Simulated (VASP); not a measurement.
KCr: single point with PBE

The system is KCr.

```
Cr K
1.0
     3.66690    0.00000    0.00000
     0.00000    3.66690    0.00000
     0.00000    0.00000    3.66690
Cr K
1 1
Direct
  0.00000 0.00000 0.00000
  0.50000 0.50000 0.50000
```

```
Program             : VASP 6.6.1
Task                : single point
Functional          : PBE
Potentials or basis : VASP PAW PBE potentials, release 64 (Cr_pv, K_sv)
Cutoff              : 500 eV
k mesh              : 5 × 5 × 5
Occupations         : tetrahedron
Spin                : no spin polarisation
```

- Pressure: 2.0 GPa

Levels at points of the mesh, in eV from the Fermi level:
```csv
k point,band 6,band 7,band 8,band 9,band 10,band 11,band 12,band 13,band 14,band 15
"(0.00, 0.00, 0.00)",-13.54,-13.54,-3.94,-0.98,-0.98,0.27,0.27,0.27,4.94,4.94
```

Run time: 5.7 s on 1 thread of Intel(R) Xeon(R) 6975P-C (Granite Rapids) (shared host), peak memory 0.15 GiB.

Caveat: tetrahedron occupations give inexact forces and stress in metals. Spin polarisation is off, so any magnetic state and its effect on volume and gap are missing.
